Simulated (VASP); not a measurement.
## SnO: single point with PBE

Crystal: SnO.

```
CELL_PARAMETERS angstrom
3.81015 0.00000 0.00000
0.00000 3.81015 0.00000
0.00000 0.00000 5.14329
ATOMIC_POSITIONS crystal
Sn 0.00000 0.50000 0.22874
Sn 0.50000 0.00000 0.77126
O 0.00000 0.00000 0.00000
O 0.50000 0.50000 0.00000
```

This cell differs from its parent crystal: strain -0.015 along x and y, +0.015 along z.

```yaml
Program: VASP 6.6.1
Task: single point
Functional: PBE
Potentials_or_basis: VASP PAW PBE potentials, release 64 (Sn_d, O)
Cutoff: 520 eV
k_mesh: 10 × 10 × 8
Occupations: gaussian, width 0.05 eV
Spin: no spin polarisation
```

* Pressure: 1.9 GPa
* Largest force: 0.129 eV/Å
* Band gap on the k mesh: 0.37 eV (least direct gap 1.94 eV)

Forces on the atoms (eV/Å):
```
Sn   0.000  0.000  0.129
Sn   0.000  0.000 -0.129
O    0.000  0.000  0.000
O    0.000  0.000  0.000
```

Stress tensor (GPa, compression positive):
```
2.70 0.00 0.00
0.00 2.70 0.00
0.00 0.00 0.43
```

Levels at points of the mesh, in eV from the valence-band top:
```tsv
k point	band 16	band 17	band 18	band 19	band 20	band 21	band 22	band 23	band 24	band 25
(0.00, 0.00, 0.00)	-6.03	-3.36	-2.98	-2.98	0.00	1.94	3.91	4.92	4.92	5.39
(0.50, 0.00, 0.00)	-4.90	-4.63	-4.63	-2.54	-2.54	2.88	2.88	5.72	5.72	5.97
(0.50, 0.50, 0.00)	-5.05	-2.33	-2.33	-1.89	-1.89	0.37	0.37	4.36	4.36	6.56
(0.00, 0.00, 0.50)	-3.53	-3.40	-2.99	-2.99	-2.26	1.84	3.29	3.29	3.87	7.47
(0.50, 0.00, 0.50)	-5.22	-4.61	-4.61	-1.73	-1.73	2.29	2.29	5.61	5.61	6.37
(0.50, 0.50, 0.50)	-5.36	-2.46	-2.46	-2.33	-2.33	2.44	2.44	3.55	3.55	5.52
```

Run time: 3.8 min on 1 thread of AMD EPYC 7R13 (shared host), peak memory 0.27 GiB.

Caveat: the cell differs from its parent crystal (strain -0.015 along x and y, +0.015 along z); semilocal functionals underestimate gaps, and a narrow one can read as zero; spin-orbit coupling is left out, which moves the levels of the heavy elements. A k mesh can miss the band edges.
